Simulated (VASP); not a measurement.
Here is a VASP 6.6.1 calculation.

Contents of INCAR:

```
SYSTEM = C
  ALGO = Normal
  DIPOL = 0.5 0.5 0.500
  EDIFF = 1E-7
  EDIFFG = -0.01
  ENCUT = 520
  GGA = PE
  IBRION = 2
  IDIPOL = 3
  ISIF = 2
  ISMEAR = -1
  LASPH = .TRUE.
  LCHARG = .FALSE.
  LDIPOL = .TRUE.
  LREAL = .FALSE.
  LWAVE = .FALSE.
  NELM = 60
  NSW = 60
  PREC = Accurate
  SIGMA = 0.02
```

File KPOINTS:

```
k-points
0
G
  12 8 1
  0 0 0
```

File POSCAR:

```
C
1.0
    2.5255274271      0.0000000000      0.0000000000
    0.0000000000      3.5716351395      0.0000000000
    0.0000000000      0.0000000000     18.5255000000
C
6
Direct
    0.7500000000      0.1250000000      0.4318364571
    0.2500000000      0.8750000000      0.4318364571
    0.2500000000      0.6250000000      0.5000000000
    0.7500000000      0.3750000000      0.5000000000
    0.7500000000      0.1250000000      0.5681635429
    0.2500000000      0.8750000000      0.5681635429
```

Potentials or basis: VASP PAW PBE potentials, release 64 (C).

The run is started by

```sh
$ cat potpaw_PBE.64/C/POTCAR > POTCAR
$ mpirun -np 1 vasp_std > vasp.out
```

Question: Estimate the band gap on the k mesh.

Answer: Zero (bands 12 and 13 overlap by 0.94 eV).

Question: Estimate the energy gained by relaxing.

Answer: 205.1 meV/atom.

Final structure:
```
C
1.0
     2.52553    0.00000    0.00000
     0.00000    3.57164    0.00000
     0.00000    0.00000   18.52550
C
6
Direct
  0.75000 0.09731 0.43823
  0.25000 0.90269 0.43823
  0.25000 0.61043 0.50000
  0.75000 0.38956 0.50000
  0.75000 0.09731 0.56177
  0.25000 0.90269 0.56177
```
